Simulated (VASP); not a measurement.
The system is MgS.

```
Mg S
1.0
     3.83051    0.00000    0.00000
    -1.91526    3.31732    0.00000
     0.00000    0.00000    6.25523
Mg S
2 2
Direct
  0.33333 0.66667 0.00000
  0.66667 0.33333 0.50000
  0.33333 0.66667 0.37500
  0.66667 0.33333 0.87500
```

| Item | Value |
| --- | --- |
| Program | VASP 6.6.1 |
| Task | relaxation of cell and atoms |
| Functional | PBE |
| Potentials or basis | VASP PAW PBE potentials, release 64 (Mg, S) |
| Cutoff | 600 eV |
| k mesh | 12 × 12 × 4 |
| Occupations | fermi-dirac, width 0.02 eV |
| Spin | no spin polarisation |

At the start: pressure 11.2 GPa; volume 19.87 Å³/atom.

Task: How do energy, volume and symmetry change on relaxing?

Result: Over 10 steps the energy falls by 99.5 meV/atom and the volume is 23.03 Å³/atom (+15.9 %); space group P6_3mc (No. 186, to 0.1 Å) before and after.

Step by step:
```tsv
step	energy change (eV)	largest force (eV/Å)	pressure (GPa)	volume (Å³)
1	0.0000	0.0679	11.25	79.49
2	-0.3609	0.0438	-2.38	96.63
3	-0.3948	0.0494	0.05	92.13
4	-0.3948	0.0491	-0.11	92.40
5	-0.3957	0.0460	-0.11	92.39
6	-0.3972	0.0381	-0.11	92.38
7	-0.3961	0.0286	-0.13	92.34
8	-0.3975	0.0353	-0.12	92.37
9	-0.3976	0.0232	0.14	91.95
10	-0.3978	0.0024	0.02	92.13
```

Final structure:
```
Mg S
1.0
     4.04988    0.00000    0.00000
    -2.02494    3.50730    0.00000
     0.00000    0.00000    6.48638
Mg S
2 2
Cartesian
  0.0000 2.3382 6.4677
  2.0249 1.1691 3.2245
  0.0000 2.3382 2.4511
  2.0249 1.1691 5.6943
```

Caveat: the volume moved by over 15 % at a fixed basis, so the end points are rough.
